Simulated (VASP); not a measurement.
RbZnI3:

```
Rb Zn I
1.0
     5.72177    0.00000    0.00000
     0.00000    5.72177    0.00000
     0.00000    0.00000    5.72177
Rb Zn I
1 1 3
Direct
  0.00000 0.00000 0.00000
  0.50000 0.50000 0.50000
  0.50000 0.50000 0.00000
  0.50000 0.00000 0.50000
  0.00000 0.50000 0.50000
```

Base run:

- Program: VASP 6.6.1
- Functional: PBE
- Potentials or basis: VASP PAW PBE potentials, release 64 (Rb_sv, Zn, I)
- Cutoff: 520 eV
- k mesh: 4 × 4 × 4
- Occupations: fermi-dirac, width 0.02 eV
- Spin: no spin polarisation

Its results: band gap on the k mesh zero (band 21 reaches 1.76 eV, above the bottom of band 22 at 1.26 eV); pressure 0.7 GPa.

Q: The run is repeated on the same cell with these changes: functional from PBE to r2SCAN; further incar settings from ALGO = Normal; EDIFF = 1e-06; NBANDS = 29 to ALGO = Normal; EDIFF = 1e-07; NBANDS = 29. What comes out?

A: Band gap on the k mesh zero (band 21 reaches 1.46 eV, above the bottom of band 22 at 0.94 eV); pressure 0.0 GPa.

Caveats: spin-orbit coupling is left out, which moves the levels of the heavy elements; the PAW data sets were made with another functional, which shifts forces and pressure a little (some runs).
